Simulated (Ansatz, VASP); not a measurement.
# CuAs: VASP beside Ansatz

INCAR

```
SYSTEM = CuAs
PREC = Accurate
ENCUT = 520
EDIFF = 1E-7
ISMEAR = 0
SIGMA = 0.15
LREAL = .FALSE.
LASPH = .TRUE.
NELM = 60
ALGO = Normal
ISIF = 2
LWAVE = .FALSE.
LCHARG = .FALSE.
NBANDS = 24
```

Contents of KPOINTS:

```
regular mesh
0
G
  15 15 10
  0 0 0
```

POSCAR

```
CuAs
1.0
    3.6496854746      0.0000000000      0.0000000000
   -1.8248427373      3.1607203369      0.0000000000
    0.0000000000      0.0000000000      5.6270850648
Cu As
2 2
Direct
    0.0000000000      0.0000000000      0.5000000000
    0.0000000000      0.0000000000      0.0000000000
    0.6666666667      0.3333333333      0.7500000000
    0.3333333333      0.6666666667      0.2500000000
```

Input for Ansatz:

```yaml
crystal:
  lattice:
    - [3.6496854746, 0.0, 0.0]
    - [-1.8248427373, 3.1607203369, 0.0]
    - [0.0, 0.0, 5.6270850648]
  atoms:
    - { symbol: Cu, position: [0.0, 0.0, 0.5] }
    - { symbol: Cu, position: [0.0, 0.0, 0.0] }
    - { symbol: As, position: [0.6666666667, 0.3333333333, 0.75] }
    - { symbol: As, position: [0.3333333333, 0.6666666667, 0.25] }
basis:
  ecutwfc: 520.0
kpoints:
  mp_grid: { grid: [15, 15, 10] }
hamiltonian:
  xc: lda
scf:
  occupations: { method: gaussian, width: 0.15 }
output:
  forces: true
  stress: true
  eigenvalues: true
```

Alike in both runs: task single point; functional LDA; k mesh 15 × 15 × 10; occupations gaussian, width 0.15 eV; no spin polarisation.

|  | VASP | Ansatz |
| --- | --- | --- |
| version | VASP 6.6.1 | Ansatz 0.2.0 |
| potentials or method | VASP PAW LDA potentials, release 64 (Cu, As), cutoff 520 eV | scalar-relativistic, plane waves, PAW |
| valence electrons in the cell | 32 | 68 |

Ansatz gave:

```
gap on the k mesh at the Fermi level (eV)                     : none
pressure (GPa)                                                : -7.2
traceless stress, the component that is largest in VASP (GPa) : -7.06
```

Q: Which values does VASP return?

A: gap on the k mesh at the Fermi level (eV): none; pressure (GPa): -6.9; traceless stress, the component that is largest in VASP (GPa): -6.99.

LDA's correlation is that of Perdew and Zunger in VASP and of Perdew and Wang (1992) in Ansatz. A gap of «none» marks a metal or a gap that the smearing closes. VASP's potentials hold 32 valence electrons a cell and Ansatz's 68, so a difference there can come from the potentials and not from the codes.
